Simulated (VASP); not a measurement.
Input of a VASP 6.6.1 run:

File INCAR:

```
SYSTEM = SrCl2
ALGO = Normal
EDIFF = 1E-6
ENCUT = 520
GGA = PS
ISIF = 2
ISMEAR = -1
LASPH = .TRUE.
LCHARG = .FALSE.
LREAL = .FALSE.
LWAVE = .FALSE.
NBANDS = 19
NELM = 60
PREC = Accurate
SIGMA = 0.05
```

KPOINTS

```
k-points
0
G
  7 7 7
  0 0 0
```

File POSCAR:

```
SrCl2
1.0
    0.0000000000      3.0679942988      3.0679942988
    3.0679942988      0.0000000000      3.0679942988
    3.0679942988      3.0679942988      0.0000000000
Sr Cl
1 2
Direct
    0.0000000000      0.0000000000      0.0000000000
    0.7500000000      0.7500000000      0.7500000000
    0.2500000000      0.2500000000      0.2500000000
```

Potentials or basis: VASP PAW PBE potentials, release 64 (Sr_sv, Cl).

The run is started by

```bash
$ cat potpaw_PBE.64/Sr_sv/POTCAR potpaw_PBE.64/Cl/POTCAR > POTCAR
$ mpirun -np 1 vasp_std > vasp.out
```

(1) Estimate the band gap on the k mesh.

(2) Estimate the pressure.

Answers

(1) 4.95 eV (least direct gap 5.13 eV).

(2) 30.7 GPa.

Caveat: the cell stands under pressure; the PAW data sets were made with another functional, which shifts forces and pressure a little; an odd mesh through Γ misses points on the zone boundary, where band edges can lie.
